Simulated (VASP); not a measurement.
# SnO2 (C222_1) in VASP: notebook

The runs below take SnO2 through single point, with PBEsol+D3(BJ).

All numbers are computed with VASP 6.6.1; they aren't measurements. Logs are shortened: lines on timing, memory, paths and dates and some standing lists are left out, and cuts for length are marked.

**1. The cell of the first run**

Symmetry: C222_1, No. 20, orthorhombic system. The conventional cell has a = 3.257 Å, b = 5.642 Å, c = 10.366 Å, α = 90.00°, β = 90.00°, γ = 90.00°. Within 2.8 Å of Sn (site symmetry 2) lie 6 O at 2.14 to 2.15 Å. Within 2.8 Å of O (site symmetry 1) lie 3 Sn at 2.14 to 2.15 Å and 3 O at 2.79 Å.

**2. Single point, PBEsol+D3(BJ) (atoms displaced along a vibrational mode, the cell strained)**

INCAR

```
SYSTEM = SnO2
ALGO = Normal ; EDIFF = 1E-6
ENCUT = 520 ; GGA = PS
ISIF = 2 ; ISMEAR = 0
IVDW = 12 ; LASPH = .True.
LCHARG = .False. ; LREAL = .False.
LWAVE = .False. ; NBANDS = 35
NELM = 80 ; PREC = Accurate
SIGMA = 0.05
```

KPOINTS

```
k-points
0
Gamma
  12 12 4
  0 0 0
```

POSCAR

```
SnO2
1.0
    3.2573905445      0.0000000000      0.0000000000
   -1.6286952722      2.8209829616      0.0000000000
    0.0000000000      0.0000000000     10.3662620314
Sn O
2 4
Direct
   -0.1948457596      0.0000000000      0.5000000000
    0.1948457596      0.0000000000      0.0000000000
    0.4690545010      0.3333333333      0.4003665319
    0.8642788324      0.3333333333      0.0996334681
    0.1357211676      0.6666666667      0.5996334681
    0.5309454990      0.6666666667      0.9003665319
```

Potentials or basis: VASP PAW PBE potentials, release 64 (Sn_d, O).

Run with:

```sh
$ cat potpaw_PBE.64/Sn_d/POTCAR potpaw_PBE.64/O/POTCAR > POTCAR
$ mpirun -np 1 vasp_std > vasp.out
```

OUTCAR:

```text
SYSTEM = SnO2
   EDIFF = 1E-6
   ENCUT = 520
   GGA = PS
   ISIF = 2
   ISMEAR = 0
   IVDW = 12
   LASPH = .True.
   LREAL = .False.
   NELM = 80
   PREC = Accurate
 IVDW          = 12

 ion  position               nearest neighbor table
   1  0.805  0.000  0.500-   5 2.14   3 2.14   3 2.15   5 2.15   3 2.15   5 2.15
   2  0.195  0.000  0.000-   4 2.14   6 2.14   6 2.15   4 2.15   6 2.15   4 2.15
   3  0.469  0.333  0.400-   1 2.14   1 2.15   1 2.15
   4  0.864  0.333  0.100-   2 2.14   2 2.15   2 2.15
   5  0.136  0.667  0.600-   1 2.14   1 2.15   1 2.15
   6  0.531  0.667  0.900-   2 2.14   2 2.15   2 2.15

  LATTYP: Found a hexagonal cell.
 ALAT       =     3.2573905445
 C/A-ratio  =     3.1823823056

  Lattice vectors:

 A1 = (   3.2573905445,   0.0000000000,   0.0000000000)
 A2 = (  -1.6286952722,   2.8209829616,   0.0000000000)
 A3 = (   0.0000000000,   0.0000000000,  10.3662620314)

Analysis of symmetry for initial positions (statically):
=====================================================================
 Subroutine PRICEL returns:
 Original cell was already a primitive cell.

 Routine SETGRP: Setting up the symmetry group for a
 hexagonal supercell.

 Subroutine GETGRP returns: Found  4 space group operations
 (whereof  2 operations were pure point group operations)
 out of a pool of 24 trial point group operations.

The static configuration has the point symmetry C_2 .
 The point group associated with its full space group is D_2 .

Analysis of symmetry for dynamics (positions and initial velocities):
=====================================================================
 Subroutine PRICEL returns:
 Original cell was already a primitive cell.

 Routine SETGRP: Setting up the symmetry group for a
 hexagonal supercell.

 Subroutine GETGRP returns: Found  4 space group operations
 (whereof  2 operations were pure point group operations)
 out of a pool of 24 trial point group operations.

The dynamic configuration has the point symmetry C_2 .
 The point group associated with its full space group is D_2 .

 Subroutine INISYM returns: Found  4 space group operations
 (whereof  2 operations are pure point group operations),
 and found     1 'primitive' translations

----------------------------------------------------------------------------------------

                                     Primitive cell

  volume of cell :      95.2560

  direct lattice vectors                    reciprocal lattice vectors
     3.257390545  0.000000000  0.000000000     0.306994199  0.177243183  0.000000000
    -1.628695272  2.820982962  0.000000000     0.000000000  0.354486366  0.000000000
     0.000000000  0.000000000 10.366262031     0.000000000  0.000000000  0.096466788

  length of vectors
     3.257390545  3.257390544 10.366262031     0.354486366  0.354486366  0.096466788

  position of ions in fractional coordinates (direct lattice)
     0.805154240  0.000000000  0.500000000
     0.194845760  0.000000000  0.000000000
     0.469054501  0.333333333  0.400366532
     0.864278832  0.333333333  0.099633468
     0.135721168  0.666666667  0.599633468
     0.530945499  0.666666667  0.900366532

  ion indices of the primitive-cell ions
   primitive index   ion index
                 1           1
                 2           2
                 3           3
                 4           4
                 5           5
                 6           6

----------------------------------------------------------------------------------------

 KPOINTS: k-points

Automatic generation of k-mesh.
 Grid dimensions read from file:
 generate k-points for:   12   12    4

 Generating k-lattice:

  Cartesian coordinates                     Fractional coordinates (reciprocal lattice)
     0.025582850  0.014770265  0.000000000     0.083333333 -0.000000000  0.000000000
     0.000000000  0.029540531  0.000000000     0.000000000  0.083333333  0.000000000
     0.000000000  0.000000000  0.024116697     0.000000000  0.000000000  0.250000000

  Length of vectors
     0.029540531  0.029540531  0.024116697

  Shift w.r.t. Gamma in fractional coordinates (k-lattice)
     0.000000000  0.000000000  0.000000000

 Subroutine IBZKPT returns following result:
 ===========================================

 Found    129 irreducible k-points:

 Following reciprocal coordinates:
            Coordinates               Weight
  0.000000  0.000000  0.000000      1.000000
  0.083333  0.000000  0.000000      4.000000
  0.000000  0.083333  0.000000      2.000000
  0.166667  0.000000  0.000000      4.000000
  0.000000  0.166667  0.000000      2.000000
  0.250000  0.000000  0.000000      4.000000
[... 16 lines left out ...]
 -0.083333  0.416667  0.000000      4.000000
 -0.416667  0.333333  0.000000      4.000000
 [... further k-points ...]
   k-points           NKPTS =    129   k-points in BZ     NKDIM =    129   number of bands    NBANDS=     35
   number of dos      NEDOS =    301   number of ions     NIONS =      6
   total plane-waves  NPLWV =  46080
   dimension x,y,z NGX =    24 NGY =   24 NGZ =   80
   dimension x,y,z NGXF=    48 NGYF=   48 NGZF=  160
   ions per type =               2   4
   NGX,Y,Z   is equivalent  to a cutoff of  12.25, 12.25, 12.83 a.u.
   NGXF,Y,Z  is equivalent  to a cutoff of  24.50, 24.50, 25.66 a.u.
 SYSTEM =  SnO2
   PREC   = accura    normal or accurate (medium, high low for compatibility)
   ISTART =      0    job   : 0-new  1-cont  2-samecut
   ICHARG =      2    charge: 1-file 2-atom 10-const
   ISPIN  =      1    spin polarized calculation?
   LNONCOLLINEAR =      F non collinear calculations
   LSORBIT =      F    spin-orbit coupling
   LASPH  =      T    aspherical Exc in radial PAW
   ENCUT  =  520.0 eV  38.22 Ry    6.18 a.u.   6.06  6.06 19.27*2*pi/ulx,y,z
   NELM   =     80;   NELMIN=  2; NELMDL= -5     # of ELM steps
   EDIFF  = 0.1E-05   stopping-criterion for ELM
   LREAL  =      F    real-space projection
   EDIFFG = 0.1E-04   stopping-criterion for IOM
   NSW    =      0    number of steps for IOM
   IBRION =     -1    ionic relax: 0-MD 1-quasi-New 2-CG
   NFREE  =      0    steps in history (QN), initial steepest desc. (CG)
   ISIF   =      2    stress and relaxation
   ISYM   =      2    0-nonsym 1-usesym 2-fastsym
   POTIM  = 0.5000    time-step for ionic-motion
   TEBEG  =    0.0;   TEEND  =   0.0 temperature during run
   PSTRESS=    0.0 pullay stress
   NELECT =      52.0000    total number of electrons
   NUPDOWN=      -1.0000    fix difference up-down
   EMIN   =  10.00;   EMAX   =-10.00  energy-range for DOS
   EFERMI =   0.00;   METHOD = LEGACY
   ISMEAR =     0;   SIGMA  =   0.05  broadening in eV -4-tet -1-fermi 0-gaus
   EFERMI_NEDOS =   21; number of points for ismear=-14 and -15
   IALGO  =     38    algorithm
   IMIX   =      4    mixing-type and parameters
     AMIX     =   0.40;   BMIX     =  1.00
     AMIX_MAG =   1.60;   BMIX_MAG =  1.00
  volume/ion in A,a.u.               =      15.88       107.14
  Fermi-wavevector in a.u.,A,eV,Ry     =   1.337966  2.528389 24.356515  1.790153
  Thomas-Fermi vector in A             =   2.466474
   LORBIT       =      0    0 simple, 1 ext, 2 COOP (PROOUT), +10 PAW based schemes
   GGA     = PS    functional components
   LHFCALC =     F    Hartree Fock is set to
   AEXX    =    0.0000 exact exchange contribution
   IVDW    =    12    specifies the selected vdW correction
   LEPSILON=     F    determine dielectric tensor
   LRPA    =     F    only Hartree local field effects (RPA)
 non-spin polarized calculation
 Gauss-broadening in eV      SIGMA  =   0.05
  energy-cutoff  :      520.00
  volume of cell :       95.26
 maximum number of plane-waves:      2598
   NGX = 13   NGY = 13   NGZ = 39

 number of electron      51.9999995 magnetization

 Free energy of the ion-electron system (eV)
  ---------------------------------------------------
  ext. energy  EPLUGINS =         0.00000000
  ---------------------------------------------------
  free energy    TOTEN  =       -38.44455156 eV

  energy without entropy =      -38.44455156  energy(sigma->0) =      -38.44455156

 E-fermi :   2.5458     XC(G=0):  -9.6122

 val. band max:        2.2347384025   @ k =  -0.1667   0.4167   0.0000
 cond. band min:       4.0663908043   @ k =   0.0000   0.0000   0.0000
 fundamental gap:      1.8316524018
 Fermi energy:         2.5457708448

 k-point     1 :       0.0000    0.0000    0.0000
  band No.  band energies     occupation
      1     -17.6744      2.00000
      2     -17.6741      2.00000
      3     -17.4938      2.00000
      4     -17.4937      2.00000
      5     -17.4935      2.00000
      6     -17.4934      2.00000
[... 27 lines left out ...]
     34      13.0099      0.00000
     35      13.1076      0.00000

 k-point     2 :       0.0833    0.0000    0.0000
  band No.  band energies     occupation
      1     -17.6530      2.00000
      2     -17.6528      2.00000
      3     -17.5408      2.00000
      4     -17.5405      2.00000
      5     -17.4802      2.00000
      6     -17.4802      2.00000
[... 27 lines left out ...]
     34      13.1217      0.00000
     35      13.1868      0.00000

 k-point     3 :       0.0000    0.0833    0.0000
  band No.  band energies     occupation
      1     -17.6530      2.00000
      2     -17.6529      2.00000
      3     -17.5413      2.00000
      4     -17.5408      2.00000
      5     -17.4799      2.00000
      6     -17.4798      2.00000
[... 27 lines left out ...]
     34      13.1497      0.00000
     35      13.1848      0.00000

 k-point     4 :       0.1667    0.0000    0.0000
  band No.  band energies     occupation
      1     -17.7031      2.00000
      2     -17.7020      2.00000
      3     -17.5674      2.00000
      4     -17.5672      2.00000
      5     -17.4479      2.00000
      6     -17.4479      2.00000
[... 27 lines left out ...]
     34      13.4538      0.00000
     35      13.5040      0.00000

 k-point     5 :       0.0000    0.1667    0.0000
  band No.  band energies     occupation
      1     -17.7037      2.00000
      2     -17.7024      2.00000
      3     -17.5674      2.00000
      4     -17.5670      2.00000
      5     -17.4474      2.00000
      6     -17.4474      2.00000
[... 638 lines left out ...]
 k-point    22 :       0.3333    0.0833    0.0000
  band No.  band energies     occupation
      1     -18.0880      2.00000
      2     -18.0862      2.00000
      3     -17.4788      2.00000
      4     -17.4785      2.00000
      5     -17.4381      2.00000
      6     -17.4380      2.00000
[... 27 lines left out ...]
     34      13.6745      0.00000
     35      13.8560      0.00000

 k-point    23 :      -0.0833    0.4167    0.0000
  band No.  band energies     occupation
      1     -18.0890      2.00000
      2     -18.0859      2.00000
      3     -17.4783      2.00000
      4     -17.4780      2.00000
      5     -17.4376      2.00000
      6     -17.4374      2.00000
[... 27 lines left out ...]
     34      13.6508      0.00000
     35      13.7568      0.00000

 k-point    24 :      -0.4167    0.3333    0.0000
  band No.  band energies     occupation
      1     -18.0879      2.00000
      2     -18.0862      2.00000
      3     -17.4786      2.00000
      4     -17.4784      2.00000
      5     -17.4380      2.00000
      6     -17.4379      2.00000
[... 27 lines left out ...]
     34      13.6597      0.00000
     35      13.9001      0.00000

 [... further k-points ...]

------------------------ aborting loop because EDIFF is reached ----------------------------------------

 Edisp (eV)   -0.85210

 E8    (eV) :    -0.5354

  FORCE on cell =-STRESS in cart. coord.  units (eV):
  Direction    XX          YY          ZZ          XY          YZ          ZX
  --------------------------------------------------------------------------------------
  -------------------------------------------------------------------------------------
  Total      -6.04746    -6.23440    -3.91927    -0.00000     0.00000     0.00000
  in kB    -101.71649  -104.86076   -65.92101    -0.00000     0.00000     0.00000
  external pressure =      -90.83 kB  Pullay stress =        0.00 kB

 VOLUME and BASIS-vectors are now :
 -----------------------------------------------------------------------------
  energy-cutoff  :      520.00
  volume of cell :       95.26
      direct lattice vectors                 reciprocal lattice vectors
     3.257390545  0.000000000  0.000000000     0.306994199  0.177243183  0.000000000
    -1.628695272  2.820982962  0.000000000     0.000000000  0.354486366  0.000000000
     0.000000000  0.000000000 10.366262031     0.000000000  0.000000000  0.096466788

 POSITION                                       TOTAL-FORCE (eV/Angst)
 -----------------------------------------------------------------------------------
      2.62270      0.00000      5.18313        -0.102349      0.000000      0.000000
      0.63469      0.00000      0.00000         0.102349      0.000000      0.000000
      0.98500      0.94033      4.15030         0.032882     -0.007592      0.668939
      2.27240      0.94033      1.03283        -0.032882     -0.007592     -0.668939
     -0.64370      1.88066      6.21596         0.032882      0.007592     -0.668939
      0.64370      1.88066      9.33344        -0.032882      0.007592      0.668939
 -----------------------------------------------------------------------------------
    total drift:                                0.000000      0.000000      0.000000

  FREE ENERGIE OF THE ION-ELECTRON SYSTEM (eV)
  ---------------------------------------------------
  free  energy   TOTEN  =       -39.2966534025 eV

  energy  without entropy=      -39.2966534025  energy(sigma->0) =      -39.29665340
```

It took 2.4 min on 1 thread of Intel Xeon 6975P-C (Granite Rapids), shared host; peak memory 0.44 GiB.

Results:

```yaml
Free_energy: -39.2967 eV
Pressure: -9.1 GPa
Largest_force: 0.670 eV/Å
Band_gap_on_the_k_mesh: 1.83 eV (least direct gap 2.09 eV)
Dispersion_energy_per_atom: -0.142 eV
```

Forces in eV/Å, atoms in the order of the input:
```
Sn  -0.102  0.000  0.000
Sn   0.102  0.000  0.000
O    0.033 -0.008  0.669
O   -0.033 -0.008 -0.669
O    0.033  0.008 -0.669
O   -0.033  0.008  0.669
```

Levels at points of the mesh, in eV from the valence-band top:
```tsv
k point	band 22	band 23	band 24	band 25	band 26	band 27	band 28	band 29	band 30	band 31
(0.00, 0.00, 0.00)	-0.87	-0.86	-0.85	-0.83	-0.25	1.83	2.71	5.25	5.49	10.54
(0.50, 0.00, 0.00)	-1.23	-0.54	-0.52	-0.33	-0.16	4.82	4.87	6.84	7.06	9.88
(0.00, 0.50, 0.00)	-1.14	-0.56	-0.50	-0.48	-0.04	4.79	4.91	6.68	7.31	9.67
(0.00, 0.00, 0.50)	-0.86	-0.85	-0.85	-0.67	-0.67	2.30	2.30	5.38	5.38	10.68
(0.50, 0.00, 0.50)	-1.29	-0.54	-0.54	-0.26	-0.26	4.85	4.85	6.94	6.94	10.02
(0.00, 0.50, 0.50)	-1.30	-0.53	-0.53	-0.24	-0.24	4.85	4.85	6.99	6.99	9.84
```

Caveat: the cell differs from its parent crystal (atoms displaced along a vibrational mode, the cell strained); the cell stands under tension; the PAW data sets were made with another functional, which shifts forces and pressure a little; spin-orbit coupling is left out, which moves the levels of the heavy elements.

**3. Single point, PBEsol+D3(BJ) (atoms displaced along a vibrational mode, the cell strained)**

INCAR

```
ALGO = Normal
EDIFF = 1E-6
ENCUT = 520
GGA = PS
ISIF = 2
ISMEAR = 0
IVDW = 12
LASPH = True
LCHARG = True
LELF = True
LREAL = False
LVHAR = True
LWAVE = False
NBANDS = 35
NELM = 80
PREC = Accurate
SIGMA = 0.05
```

KPOINTS

```
k-points
0
Gamma
  12 12 4
```

POSCAR

```
SnO2
1.0
    3.2573905445      0.0000000000      0.0000000000
   -1.6286952722      2.8209829616      0.0000000000
    0.0000000000      0.0000000000     10.3662620314
Sn O
2 4
Direct
   -0.1299075152      0.0000000000      0.5000000000
    0.1299075152      0.0000000000      0.0000000000
    0.5349147339      0.3333333333      0.4003665319
    0.7984185994      0.3333333333      0.0996334681
    0.2015814006      0.6666666667      0.5996334681
    0.4650852661      0.6666666667      0.9003665319
```

Potentials or basis: VASP PAW PBE potentials, release 64 (Sn_d, O).

Run with:

```sh
$ cat potpaw_PBE.64/Sn_d/POTCAR potpaw_PBE.64/O/POTCAR > POTCAR
$ mpirun -np 1 vasp_std > vasp.out
```

It took 2.6 min on 1 thread of Intel Xeon 6975P-C (Granite Rapids), shared host; peak memory 0.44 GiB.

It converged, with:

```yaml
Free_energy: -39.2751 eV
Pressure: -9.0 GPa
Largest_force: 0.683 eV/Å
Band_gap_on_the_k_mesh: 1.78 eV (least direct gap 2.06 eV)
Dispersion_energy_per_atom: -0.142 eV
```

Forces in eV/Å, atoms in the order of the input:
```
Sn  -0.070  0.000  0.000
Sn   0.070  0.000  0.000
O    0.005 -0.005  0.683
O   -0.005 -0.005 -0.683
O    0.005  0.005 -0.683
O   -0.005  0.005  0.683
```

Stress tensor (GPa, compression positive):
```
-10.32   0.00   0.00
  0.00 -10.51   0.00
  0.00   0.00  -6.16
```

Levels at points of the mesh, in eV from the valence-band top:
```csv
k point,band 24,band 25,band 26,band 27,band 28,band 29
"(0.00, 0.00, 0.00)",-0.90,-0.89,-0.28,1.78,2.67,5.15
"(0.50, 0.00, 0.00)",-0.56,-0.47,-0.11,4.74,4.85,6.68
"(0.00, 0.50, 0.00)",-0.57,-0.54,-0.06,4.73,4.87,6.61
"(0.00, 0.00, 0.50)",-0.90,-0.71,-0.71,2.25,2.25,5.32
"(0.50, 0.00, 0.50)",-0.58,-0.28,-0.28,4.80,4.80,6.90
"(0.00, 0.50, 0.50)",-0.58,-0.27,-0.27,4.80,4.80,6.93
```

Caveat: the cell differs from its parent crystal (atoms displaced along a vibrational mode, the cell strained); the cell stands under tension; the PAW data sets were made with another functional, which shifts forces and pressure a little; spin-orbit coupling is left out, which moves the levels of the heavy elements.
